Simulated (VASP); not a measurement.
Here is a VASP 6.6.1 calculation.

File INCAR:

```
SYSTEM = Al2Rh
ALGO = Normal
EDIFF = 1E-6
ENCUT = 520
GGA = PE
ISIF = 2
ISMEAR = 0
LASPH = .True.
LCHARG = .True.
LELF = .True.
LREAL = .False.
LVHAR = .True.
LWAVE = .False.
NBANDS = 30
NELM = 80
PREC = Accurate
SIGMA = 0.1
```

The input KPOINTS:

```
k-points
0
Gamma
  6 6 4
  0 0 0
```

POSCAR

```
Al2Rh
1.0
    4.4760736200      0.0000000000      0.0000000000
   -2.2380368100      3.8763934600      0.0000000000
    0.0000000000      0.0000000000      5.6192792700
Al Rh
4 2
Direct
    0.3333333300      0.6666666700      0.7500000000
    0.6666666700      0.3333333300      0.2500000000
    0.0000000000      0.0000000000      0.0000000000
    0.0000000000      0.0000000000      0.5000000000
    0.3333333300      0.6666666700      0.2500000000
    0.6666666700      0.3333333300      0.7500000000
```

Potentials or basis: VASP PAW PBE potentials, release 64 (Al, Rh_pv).

Run with:

```console
$ cat potpaw_PBE.64/Al/POTCAR potpaw_PBE.64/Rh_pv/POTCAR > POTCAR
$ mpirun -np 1 vasp_std > vasp.out
```

Task: Estimate the pressure.

Result: -13.2 GPa.

Task: What does it give for the band gap on the k mesh?

Result: Zero (band 21 reaches 10.05 eV, above the bottom of band 22 at 7.48 eV).

Stress tensor (GPa, compression positive):
```
-13.31   0.00   0.00
  0.00 -13.31   0.00
  0.00   0.00 -13.05
```
